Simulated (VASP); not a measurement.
A run of VASP 6.6.1 is set up as follows.

File INCAR:

```
SYSTEM = B
ALGO     = Normal         ! electronic algorithm
EDIFF    = 1E-7           ! SCF threshold, eV
EDIFFG   = -0.04          ! ionic threshold
ENCUT    = 600            ! plane-wave cutoff, eV
GGA      = PE             ! functional
IBRION   = 2              ! ionic algorithm
ISIF     = 3              ! what is computed and relaxed
ISMEAR   = 0              ! smearing method
LASPH    = .True.         ! aspherical terms in the spheres
LCHARG   = .False.        ! write CHGCAR
LREAL    = .False.        ! projectors in reciprocal space
LWAVE    = .False.        ! write WAVECAR
NELM     = 60             ! most SCF steps
NSW      = 90             ! ionic steps
PREC     = Accurate       ! precision mode
SIGMA    = 0.1            ! smearing width, eV
```

Contents of KPOINTS:

```
k-points
0
Gamma
  6 6 8
  0 0 0
```

File POSCAR:

```
B
1.0
    3.0247704597      0.0000000000      0.0000000000
   -1.5123852298      2.6195280587      0.0000000000
    0.0000000000      0.0000000000      1.8972596164
B
2
Direct
    0.3333333333      0.6666666667      0.0000000000
    0.6666666667      0.3333333333      0.0000000000
```

Potentials or basis: VASP PAW PBE potentials, release 64 (B).

Launch:

```bash
$ cat potpaw_PBE.64/B/POTCAR > POTCAR
$ mpirun -np 1 vasp_std > vasp.out
```

(1) What does it give for the relaxed volume?

(2) Predict the relaxed cell.

Results:

(1) 7.67 Å³/atom.

(2) a = 3.002 Å, b = 3.002 Å, c = 1.965 Å, α = 90.00°, β = 90.00°, γ = 120.00°.

Caveat: the k points lie up to 0.40 Å⁻¹ apart in the final cell, too coarse for converged energies and pressures of a metal.
